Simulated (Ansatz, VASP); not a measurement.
# One calculation of AlP, two programs

```
CELL_PARAMETERS angstrom
0.00000 2.72599 2.72599
2.72599 0.00000 2.72599
2.72599 2.72599 0.00000
ATOMIC_POSITIONS crystal
Al 0.00000 0.00000 0.00000
P 0.75000 0.75000 0.75000
```

Alike in both runs: task single point; functional PBE; dispersion D3(BJ); k mesh 8 × 8 × 8; occupations gaussian, width 0.02 eV; no spin polarisation.

```csv
,VASP,Ansatz
version,VASP 6.6.1,Ansatz 0.2.0
potentials or method,"VASP PAW PBE potentials, release 64 (Al, P), cutoff 500 eV","scalar-relativistic, plane waves, PAW"
valence electrons in the cell,8,8
```

|  | VASP | Ansatz | Ansatz less VASP |
| --- | --- | --- | --- |
| gap on the k mesh at the Fermi level (eV) | 1.57 | 1.57 | +0.002 |
| pressure (GPa) | -0.1 | 0.0 | +0.10 |
